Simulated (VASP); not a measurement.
# CaAl4O (P1) in VASP: a series of runs, part 2 of 2

VASP 6.6.1. Earlier steps stand in the parts before.

## Step 3: Relaxation of cell and atoms, PBE

Input file INCAR:

```
SYSTEM = CaAl4O
PREC     = Accurate       ! precision mode
ENCUT    = 600            ! plane-wave cutoff, eV
EDIFF    = 1E-6           ! SCF threshold, eV
ISMEAR   = 0              ! smearing method
SIGMA    = 0.1            ! smearing width, eV
LREAL    = .False.        ! projectors in reciprocal space
LASPH    = .True.         ! aspherical terms in the spheres
NELM     = 80             ! most SCF steps
ALGO     = Normal         ! electronic algorithm
ISIF     = 3              ! what is computed and relaxed
LWAVE    = .False.        ! write WAVECAR
LCHARG   = .False.        ! write CHGCAR
GGA      = PE             ! functional
IBRION   = 2              ! ionic algorithm
NSW      = 90             ! ionic steps
EDIFFG   = -0.04          ! ionic threshold
```

Input file KPOINTS:

```
Automatic mesh
0
Gamma
  4 4 2
  0 0 0
```

Input file POSCAR:

```
CaAl4O
1.0
    4.1434268214      0.0000000000      0.0000000000
    0.0446553889      5.7204162149      0.0000000000
    0.4735495375      0.1730991015     10.0171316316
Ca Al O
2 8 2
Direct
    0.9247082115      0.5094830040      0.5070687765
    0.9921986660      0.0123778772      0.0101956820
    0.9515728670      0.9882233355      0.6697698296
    0.9377589422      0.5099701565      0.1765671483
    0.4823425238      0.5458437216      0.0124442229
    0.4767592128      0.9996890285      0.4975514425
    0.4378495891      0.2645877238      0.7274214915
    0.4348096112      0.7516519293      0.2662255676
    0.4432155565      0.7384793479      0.7556020940
    0.4320491113      0.2657687157      0.2738791126
    0.2947715896      0.3987109560      0.8808733116
    0.1919641188      0.0152142040      0.2224013209
```

Potentials or basis: VASP PAW PBE potentials, release 64 (Ca_sv, Al, O).

On the command line:

```sh
> cat potpaw_PBE.64/Ca_sv/POTCAR potpaw_PBE.64/Al/POTCAR potpaw_PBE.64/O/POTCAR > POTCAR
> mpirun -np 1 vasp_std > vasp.out
```

OUTCAR:

```text
SYSTEM = CaAl4O
   PREC = Accurate
   ENCUT = 600
   EDIFF = 1E-6
   ISMEAR = 0
   LREAL = .False.
   LASPH = .True.
   NELM = 80
   ISIF = 3
   GGA = PE
   IBRION = 2
   NSW = 90
   EDIFFG = -0.04

 ion  position               nearest neighbor table
   1  0.925  0.509  0.507-   3 3.22   7 3.23
   2  0.992  0.012  0.010-  12 2.32
   3  0.952  0.988  0.670-   9 2.65   9 2.66   7 2.66   6 2.68   7 2.69   6 2.71   1 3.22
   4  0.938  0.510  0.177-   5 2.57   8 2.62  10 2.66  10 2.68   8 2.69   5 2.74
   5  0.482  0.546  0.012-  11 1.79   4 2.57   4 2.74   9 2.80   8 2.82  10 3.05   7 3.32
   6  0.477  1.000  0.498-   3 2.68  10 2.70   3 2.71   8 2.75   7 2.78   9 2.96
   7  0.438  0.265  0.727-  11 1.80   3 2.66   3 2.69   9 2.73   6 2.78   9 3.02   1 3.23   5 3.32

   8  0.435  0.752  0.266-  12 1.86   4 2.62   4 2.69   6 2.75  10 2.78   5 2.82  10 2.94
   9  0.443  0.738  0.756-  11 2.37   3 2.65   3 2.66   7 2.73   5 2.80   6 2.96   7 3.02
  10  0.432  0.266  0.274-  12 1.85   4 2.66   4 2.68   6 2.70   8 2.78   8 2.94   5 3.05
  11  0.295  0.399  0.881-   5 1.79   7 1.80   9 2.37
  12  0.192  0.015  0.222-  10 1.85   8 1.86   2 2.32

  LATTYP: Found a triclinic cell.
 ALAT       =    10.0298124902
 B/A-ratio  =     0.4131110951
 C/A-ratio  =     0.5703586697
 COS(alpha) =     0.0078060803
 COS(beta)  =     0.0176264904
 COS(gamma) =     0.0472141965

  Lattice vectors:

[... 198 lines left out ...]

  FORCE on cell =-STRESS in cart. coord.  units (eV):
  Direction    XX          YY          ZZ          XY          YZ          ZX
  --------------------------------------------------------------------------------------
  -------------------------------------------------------------------------------------
  Total       -0.8498638      0.1234995      0.5569475     -0.6102414      1.4074891     -0.9558050
  in kB       -5.7349444      0.8333836      3.7583233     -4.1179550      9.4978420     -6.4498437
  external PRESSURE =      -0.3810792 kB  Pullay stress =       0.0000000 kB
[... 119 lines left out ...]
  FREE ENERGIE OF THE ION-ELECTRON SYSTEM (eV)
  ---------------------------------------------------
  free  energy   TOTEN  =       -51.4583170289 eV

  energy  without entropy=      -51.4506156958  energy(sigma->0) =      -51.45446636

[... ionic steps 4 to 30 ...]

--------------------------------------- Ionic step       31  -------------------------------------------

 number of electron      55.9999995 magnetization

------------------------ aborting loop because EDIFF is reached ----------------------------------------
[... 87 lines left out ...]
--------------------------------------- Ionic step       33  -------------------------------------------

 number of electron      55.9999996 magnetization

 Free energy of the ion-electron system (eV)
  ---------------------------------------------------
  ext. energy  EPLUGINS =         0.00000000
  ---------------------------------------------------
  free energy    TOTEN  =       -53.25090344 eV

  energy without entropy =      -53.24058647  energy(sigma->0) =      -53.24574495

 E-fermi :   5.0098     XC(G=0):  -9.2430

 val. band max:        4.9553523210   @ k =   0.5000   0.2500   0.5000
 cond. band min:       5.0120216328   @ k =   0.0000   0.0000   0.5000
 fundamental gap:      0.0566693118
 Fermi energy:         5.0098022359

 k-point     1 :       0.0000    0.0000    0.0000
  band No.  band energies     occupation
      1     -36.2334      2.00000
      2     -36.1362      2.00000
      3     -17.2595      2.00000
      4     -17.2506      2.00000
      5     -17.2477      2.00000
      6     -17.2443      2.00000
[... 788 lines left out ...]
  FREE ENERGIE OF THE ION-ELECTRON SYSTEM (eV)
  ---------------------------------------------------
  free  energy   TOTEN  =       -53.2509034377 eV

  energy  without entropy=      -53.2405864700  energy(sigma->0) =      -53.24574495

 reached required accuracy - stopping structural energy minimisation
```

OSZICAR:

```text
N       E                     dE             d eps       ncg     rms          rms(c)
DAV:   1     0.384045647503E+03    0.38405E+03   -0.25892E+04  1400   0.155E+03
DAV:   2    -0.143585435181E+02   -0.39840E+03   -0.39016E+03  1716   0.337E+02
DAV:   3    -0.540267290995E+02   -0.39668E+02   -0.39357E+02  2128   0.936E+01
[... 356 lines left out ...]
DAV:   3    -0.532509221815E+02    0.44678E-04   -0.54680E-04  2037   0.128E-01    0.310E-02
DAV:   4    -0.532509080585E+02    0.14123E-04   -0.12196E-04  2072   0.642E-02    0.159E-02
DAV:   5    -0.532509055748E+02    0.24837E-05   -0.32246E-05  2456   0.293E-02    0.872E-03
DAV:   6    -0.532509044285E+02    0.11463E-05   -0.85352E-06  1536   0.158E-02    0.404E-03
DAV:   7    -0.532509034377E+02    0.99080E-06   -0.94929E-07   844   0.647E-03
  33 F= -.53250903E+02 E0= -.53245745E+02  d E =-.619865E-03
```

It took 48 min on 1 thread of Intel Xeon Platinum 8488C (Sapphire Rapids), shared host; peak memory 0.53 GiB.

Results:

| Quantity | Value |
| --- | --- |
| Free energy | -53.2509 eV |
| Relaxed volume | 19.69 Å³/atom |
| Relaxed cell | a = 4.040 Å, b = 5.911 Å, c = 9.905 Å, α = 87.13°, β = 90.00°, γ = 90.03° |
| Space group after relaxing (to 0.1 Å) | P1 (No. 1) |
| Energy gained by relaxing | 171.4 meV/atom |
| Ionic steps | 33 |
| Pressure after relaxing | 0.0 GPa |
| Largest force after relaxing | 0.034 eV/Å |
| Band gap on the k mesh | zero (bands 28 and 29 overlap by 1.59 eV) |

Forces in eV/Å, atoms in the order of the input:
```
Ca  -0.010 -0.004  0.000
Ca   0.022 -0.007  0.011
Al  -0.009 -0.004  0.012
Al  -0.003  0.009 -0.001
Al   0.025 -0.014 -0.004
Al  -0.033  0.001 -0.004
Al  -0.006 -0.010  0.006
Al  -0.019  0.000 -0.009
Al  -0.011  0.005  0.019
Al   0.012 -0.016 -0.009
O    0.008  0.030 -0.015
O    0.024  0.010 -0.007
```

Step by step:
| step | energy change (eV) | largest force (eV/Å) | pressure (GPa) | volume (Å³) |
| --- | --- | --- | --- | --- |
| 1 | 0.0000 | 1.1330 | -0.04 | 237.43 |
| 2 | -0.1665 | 0.9679 | 0.46 | 237.25 |
| 3 | -0.2642 | 1.6949 | 1.41 | 236.94 |
| 4 | -0.3423 | 1.5535 | 1.12 | 237.87 |
| 5 | -0.5470 | 1.1260 | 0.23 | 240.64 |
| 6 | -0.7653 | 1.1350 | -1.51 | 246.13 |
| 7 | -0.9295 | 1.0507 | -1.29 | 244.97 |
| 8 | -1.2151 | 1.5121 | -0.74 | 241.48 |
| 9 | -1.5194 | 0.7898 | 0.40 | 237.99 |
| 10 | -1.6572 | 1.0655 | 2.05 | 233.66 |
| 11 | -1.8322 | 0.6484 | 0.17 | 237.44 |
| 12 | -1.8366 | 0.6354 | -0.12 | 238.14 |
| 13 | -1.8898 | 0.5590 | -0.36 | 238.32 |
| 14 | -1.9124 | 0.7610 | -0.55 | 238.53 |
| 15 | -1.9533 | 0.5267 | -0.22 | 237.42 |
| 16 | -1.9898 | 0.2904 | 0.73 | 234.82 |
| 17 | -2.0079 | 0.2289 | 0.09 | 236.44 |
| 18 | -2.0089 | 0.2512 | -0.09 | 236.93 |
| 19 | -2.0207 | 0.1914 | -0.17 | 237.25 |
| 20 | -2.0273 | 0.3607 | -0.29 | 237.78 |
| 21 | -2.0362 | 0.2042 | -0.09 | 237.13 |
| 22 | -2.0398 | 0.2022 | 0.18 | 236.31 |
| 23 | -2.0469 | 0.1084 | -0.03 | 236.50 |
| 24 | -2.0473 | 0.1434 | -0.09 | 236.56 |
| 25 | -2.0512 | 0.0766 | 0.02 | 236.26 |
| 26 | -2.0515 | 0.0810 | 0.09 | 236.13 |
| 27 | -2.0531 | 0.0674 | 0.00 | 236.43 |
| 28 | -2.0534 | 0.0979 | -0.07 | 236.63 |
| 29 | -2.0548 | 0.0474 | -0.06 | 236.52 |
| 30 | -2.0552 | 0.0658 | -0.05 | 236.42 |
| 31 | -2.0561 | 0.0450 | 0.06 | 236.05 |
| 32 | -2.0562 | 0.0421 | 0.08 | 235.99 |
| 33 | -2.0568 | 0.0343 | 0.01 | 236.24 |

Final structure:
```xyz
12
Lattice="4.0385 -0.0153 -0.0941 0.0213 5.9106 0.0871 0.2312 0.3494 9.8964" Properties=species:S:1:pos:R:3 pbc="T T T"
Ca    3.8484    3.2455    4.9955
Ca    3.6787    0.2926    0.0625
Al    3.8865    0.2959    6.5470
Al    3.7406    3.1683    1.7765
Al    1.9013    3.5005    9.8984
Al    1.8353    0.2237    4.9322
Al    1.8869    1.9097    7.3396
Al    1.7540    4.6300    2.7367
Al    1.9044    4.6777    7.4321
Al    1.7294    1.6596    2.6211
O     1.8920    1.8569    9.1396
O     1.6848    0.1712    1.5872
```

Levels at points of the mesh, in eV from the Fermi level:
| k point | band 26 | band 27 | band 28 | band 29 | band 30 | band 31 |
| --- | --- | --- | --- | --- | --- | --- |
| (0.00, 0.00, 0.00) | -0.51 | -0.14 | 0.21 | 0.76 | 1.15 | 1.44 |
| (0.50, 0.00, 0.00) | -1.48 | -1.35 | -1.07 | -0.87 | -0.36 | 0.69 |
| (0.00, 0.50, 0.00) | -0.62 | -0.38 | 0.41 | 1.18 | 1.41 | 1.60 |
| (0.50, 0.50, 0.00) | -1.38 | -1.37 | -0.59 | 0.11 | 0.45 | 0.99 |
| (0.00, 0.00, 0.50) | -0.64 | -0.14 | 0.00 | 0.39 | 0.97 | 1.42 |
| (0.50, 0.00, 0.50) | -1.71 | -1.46 | -1.07 | -0.82 | 0.30 | 0.93 |
| (0.00, 0.50, 0.50) | -0.37 | 0.14 | 0.72 | 1.37 | 1.46 | 1.69 |
| (0.50, 0.50, 0.50) | -1.54 | -1.31 | -0.51 | -0.40 | 0.56 | 0.79 |

Caveat: the k points lie up to 0.39 Å⁻¹ apart in the final cell, too coarse for converged energies and pressures of a metal.

The gap in the log of VASP goes by the Fermi energy; the results here count the filled bands.